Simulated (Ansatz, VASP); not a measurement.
## MgO in VASP and in Ansatz

```
CELL_PARAMETERS angstrom
0.00000 2.12701 2.12701
2.12701 0.00000 2.12701
2.12701 2.12701 0.00000
ATOMIC_POSITIONS crystal
Mg 0.00000 0.00000 0.00000
O 0.50000 0.50000 0.50000
```

Alike in both runs: functional PBE; k mesh 10 × 10 × 10; occupations gaussian, width 0.02 eV; no spin polarisation.

Ansatz relaxed the structure, and its values are those at the end. VASP's run is a single point on that final structure, the one shown.

|  | VASP | Ansatz |
| --- | --- | --- |
| version | VASP 6.6.1 | Ansatz 0.2.0 |
| potentials or method | VASP PAW PBE potentials, release 64 (Mg, O), cutoff 600 eV | scalar-relativistic, plane waves, PAW |
| valence electrons in the cell | 8 | 16 |

```csv
,VASP,Ansatz,Ansatz less VASP
gap on the k mesh at the Fermi level (eV),4.44,4.46,+0.017
least direct gap on the mesh (eV),4.44,4.46,+0.017
pressure (GPa),-1.1,0.0,+1.05
```

With one functional, cell and mesh, what is left measures potentials, basis and numerics. VASP's potentials hold 8 valence electrons a cell and Ansatz's 16, so a difference there can come from the potentials and not from the codes.
